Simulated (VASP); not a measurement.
TiO2: single point with BLYP+D4

TiO2:

```xyz
12
Lattice="6.0704 -1.8580 0.0000 6.0704 1.8580 0.0000 -1.9023 0.0000 6.2434" Properties=species:S:1:pos:R:3 pbc="T T T"
Ti   10.3767    0.0000    1.8081
Ti    1.8311    0.0000    1.7716
Ti   -0.1381    0.0000    4.4353
Ti    8.4074    0.0000    4.4718
O     3.8360    0.0000    1.8318
O     1.9577    0.0000    4.0738
O     8.6351    0.0000    6.2140
O     8.2808    0.0000    2.1696
O    10.2339    0.0000    3.9335
O     1.6035    0.0000    0.0294
O     6.4025    0.0000    4.4116
O     0.0046    0.0000    2.3099
```

* Program: VASP 6.6.1
* Task: single point
* Functional: BLYP
* Dispersion: D4
* Potentials or basis: VASP PAW PBE potentials, release 64 (Ti_sv, O)
* Cutoff: 520 eV
* k mesh: 8 × 8 × 4
* Occupations: fermi-dirac, width 0.05 eV
* Spin: no spin polarisation
* Dipole correction: no
* Further INCAR settings: ALGO = Normal; EDIFF = 1e-07; NBANDS = 60

```json
{"Pressure": "6.9 GPa", "Largest force": "0.240 eV/Å", "Band gap on the k mesh": "2.85 eV, indirect (least direct gap 3.03 eV)", "Dispersion energy per atom": "-0.347 eV"}
```

Forces on the atoms (eV/Å):
```
Ti  -0.017  0.000  0.018
Ti  -0.152  0.000  0.162
Ti   0.017  0.000 -0.018
Ti   0.152  0.000 -0.162
O    0.186  0.000  0.001
O    0.164  0.000  0.022
O    0.113  0.000  0.212
O   -0.164  0.000 -0.022
O   -0.163  0.000 -0.004
O   -0.113  0.000 -0.212
O   -0.186  0.000 -0.001
O    0.163  0.000  0.004
```

Stress tensor (GPa, compression positive):
```
6.90 0.00 0.15
0.00 5.89 0.00
0.15 0.00 7.83
```

Levels at points of the mesh, in eV from the valence-band top:
| k point | band 46 | band 47 | band 48 | band 49 | band 50 | band 51 |
| --- | --- | --- | --- | --- | --- | --- |
| (0.00, 0.00, 0.00) | -0.73 | -0.33 | -0.19 | 2.85 | 3.21 | 3.46 |
| (0.50, 0.00, 0.00) | -0.45 | -0.21 | -0.12 | 3.25 | 3.30 | 3.74 |
| (0.50, 0.50, 0.00) | -0.60 | -0.38 | -0.12 | 3.00 | 3.05 | 3.58 |
| (0.00, 0.00, 0.50) | -0.61 | -0.60 | -0.43 | 2.98 | 3.24 | 3.42 |
| (0.50, 0.00, 0.50) | -0.51 | -0.10 | -0.01 | 3.28 | 3.34 | 3.59 |
| (0.50, 0.50, 0.50) | -0.37 | -0.22 | -0.19 | 3.12 | 3.23 | 3.38 |

Run time: 16 min on 1 thread of AMD EPYC 9R45 96-Core Processor (Zen 5), with other jobs on the host, peak memory 0.59 GiB.

Caveat: the PAW data sets were made with another functional, which shifts forces and pressure a little. A hybrid or GW would open this gap; BLYP tends to underestimate it.
